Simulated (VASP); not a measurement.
Crystal: MoS2.

```xyz
6
Lattice="3.1690 0.0000 0.0000 -1.5845 2.7444 0.0000 0.0000 0.0000 12.3240" Properties=species:S:1:pos:R:3 pbc="T T T"
Mo    1.5845    0.9148    9.2430
Mo    0.0000    1.8296    3.0810
S     1.5845    0.9148    4.6461
S     0.0000    1.8296   10.8081
S     1.5845    0.9148    1.5159
S     0.0000    1.8296    7.6779
```

* Program: VASP 6.6.1
* Task: relaxation of cell and atoms
* Functional: RPBE
* Potentials or basis: VASP PAW PBE potentials, release 64 (Mo_sv, S)
* Cutoff: 690 eV
* k mesh: 10 × 10 × 3
* Occupations: gaussian, width 0.03 eV
* Spin: no spin polarisation

At the start: pressure 4.5 GPa; volume 17.86 Å³/atom.

Question: How do energy, volume and symmetry change on relaxing?

Answer: Over 48 steps the energy falls by 52.6 meV/atom and the volume is 24.08 Å³/atom (+34.8 %); space group P6_3/mmc (No. 194, to 0.1 Å) before and after.

Step by step:
| step | energy change (eV) | largest force (eV/Å) | pressure (GPa) | volume (Å³) |
| --- | --- | --- | --- | --- |
| 1 | 0.0000 | 0.0257 | 4.49 | 107.18 |
| 3 | -0.1004 | 0.0432 | -0.03 | 114.27 |
| 5 | -0.1815 | 0.5974 | 5.68 | 133.75 |
| 7 | -0.2862 | 0.1374 | 0.69 | 134.89 |
| 9 | -0.3003 | 0.0323 | -0.07 | 136.34 |
| 11 | -0.3003 | 0.0111 | 0.05 | 136.22 |
| 13 | -0.3005 | 0.0021 | -0.12 | 137.00 |
| 15 | -0.3007 | 0.0017 | -0.04 | 136.90 |
| 17 | -0.3018 | 0.0731 | 0.23 | 139.93 |
| 19 | -0.3023 | 0.0023 | -0.10 | 142.03 |
| 21 | -0.3025 | 0.0044 | 0.03 | 141.10 |
| 23 | -0.3025 | 0.0004 | 0.01 | 141.14 |
| 25 | -0.3144 | 0.0154 | -0.04 | 141.25 |
| 27 | -0.3144 | 0.0083 | 0.00 | 141.20 |
| 29 | -0.3144 | 0.0089 | -0.01 | 141.20 |
| 31 | -0.3145 | 0.0111 | -0.02 | 141.37 |
| 33 | -0.3147 | 0.0198 | -0.09 | 142.12 |
| 35 | -0.3148 | 0.0298 | -0.17 | 143.14 |
| 37 | -0.3148 | 0.0264 | -0.15 | 143.21 |
| 39 | -0.3149 | 0.0121 | -0.08 | 143.48 |
| 41 | -0.3150 | 0.0084 | 0.03 | 143.87 |
| 43 | -0.3150 | 0.0094 | 0.03 | 143.89 |
| 45 | -0.3150 | 0.0062 | 0.03 | 144.12 |
| 47 | -0.3150 | 0.0010 | 0.00 | 144.48 |
| 48 | -0.3155 | 0.0011 | 0.01 | 144.48 |

Final structure:
```cif
data_structure
_symmetry_space_group_name_H-M 'P 1'
_symmetry_Int_Tables_number 1
_cell_length_a 3.2085
_cell_length_b 3.2085
_cell_length_c 16.2064
_cell_angle_alpha 90.000
_cell_angle_beta 90.000
_cell_angle_gamma 120.000
_cell_volume 144.48
loop_
_atom_site_label
_atom_site_type_symbol
_atom_site_fract_x
_atom_site_fract_y
_atom_site_fract_z
_atom_site_occupancy
Mo1 Mo 0.66667 0.33333 0.75000 1
Mo2 Mo 0.33333 0.66667 0.25000 1
S1 S 0.66667 0.33333 0.34646 1
S2 S 0.33333 0.66667 0.84646 1
S3 S 0.66667 0.33333 0.15354 1
S4 S 0.33333 0.66667 0.65354 1
```

Caveat: the volume moved by over 15 % at a fixed basis, so the end points are rough; the PAW data sets were made with another functional, which shifts forces and pressure a little; this functional lacks dispersion, which binds the layers, so the pressure and a relaxed spacing across them are unreliable.
